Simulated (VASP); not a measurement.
Crystal: Ga8N7.

```xyz
15
Lattice="-3.1826 0.0000 -5.1854 -3.1826 0.0000 5.1854 3.1826 5.5124 0.0000" Properties=species:S:1:pos:R:3 pbc="T T T"
Ga   -0.0082    1.8390    0.0115
Ga   -3.1795    1.8222    0.0086
Ga    1.6263    4.6008   -0.0047
Ga   -1.5941    4.6045   -0.0173
Ga   -1.6031    0.9354    2.5986
Ga   -1.5886    0.9323   -2.5839
Ga   -0.0088    3.6741    2.5829
Ga    0.0169    3.6930   -2.5973
N    -3.1901    1.8367   -3.2202
N    -1.5809    4.6129    1.9497
N    -1.5976    4.6124   -3.2489
N    -4.7410    0.8883   -0.6536
N    -1.5591    0.9044   -0.6525
N    -3.1877    3.6705   -0.6489
N    -0.0224    3.6890   -0.6259
```

```yaml
Program: VASP 6.6.1
Task: relaxation of cell and atoms
Functional: PBEsol
Potentials_or_basis: VASP PAW PBE potentials, release 64 (Ga_d, N)
Cutoff: 600 eV
k_mesh: 3 × 3 × 3
Occupations: gaussian, width 0.1 eV
Spin: no spin polarisation
```

At the start: pressure 0.3 GPa; volume 12.13 Å³/atom.

Q: Where does the relaxation end?

A: Over 11 steps the energy falls by 9.3 meV/atom and the volume is 12.03 Å³/atom (-0.8 %); space group Cm (No. 8, to 0.1 Å) before and after.

The path:
```tsv
step	energy change (eV)	largest force (eV/Å)	pressure (GPa)	volume (Å³)
1	0.0000	1.0025	0.25	181.94
2	-0.1114	0.2505	-1.13	182.45
3	-0.1114	0.2570	-1.11	182.44
4	-0.1290	0.1772	0.50	180.31
5	-0.1291	0.1725	0.58	180.18
6	-0.1351	0.1019	-0.10	180.63
7	-0.1351	0.1063	-0.13	180.65
8	-0.1373	0.0715	-0.02	180.52
9	-0.1381	0.0658	0.04	180.43
10	-0.1382	0.0819	0.09	180.39
11	-0.1394	0.0346	-0.04	180.50
```

Final structure:
```yaml
crystal:
  lattice:
    - [-3.17998, -0.01387, -5.15275]
    - [-3.18553, 0.01587, 5.15612]
    - [3.18101, 5.50041, 0.01413]
  atoms:
    - { symbol: Ga, position: [0.16702, 0.16661, 0.33553] }
    - { symbol: Ga, position: [0.65754, 0.67015, 0.32982] }
    - { symbol: Ga, position: [0.16683, 0.16564, 0.83384] }
    - { symbol: Ga, position: [0.66660, 0.66532, 0.83399] }
    - { symbol: Ga, position: [0.09395, 0.58727, 0.17184] }
    - { symbol: Ga, position: [0.58337, 0.07737, 0.17164] }
    - { symbol: Ga, position: [0.08212, 0.58381, 0.66689] }
    - { symbol: Ga, position: [0.58118, 0.07685, 0.65844] }
    - { symbol: N, position: [0.97894, 0.35484, 0.33501] }
    - { symbol: N, position: [0.47820, 0.85504, 0.83424] }
    - { symbol: N, position: [0.97843, 0.35543, 0.83429] }
    - { symbol: N, position: [0.89777, 0.77248, 0.16930] }
    - { symbol: N, position: [0.39518, 0.27000, 0.16896] }
    - { symbol: N, position: [0.89063, 0.77223, 0.66439] }
    - { symbol: N, position: [0.39581, 0.27094, 0.66828] }
```

Caveat: the k points lie up to 0.43 Å⁻¹ apart in the final cell, too coarse for converged energies and pressures of a metal; the PAW data sets were made with another functional, which shifts forces and pressure a little; an odd number of electrons without spin polarisation forces a metal; a magnetic or distorted state may lie lower.
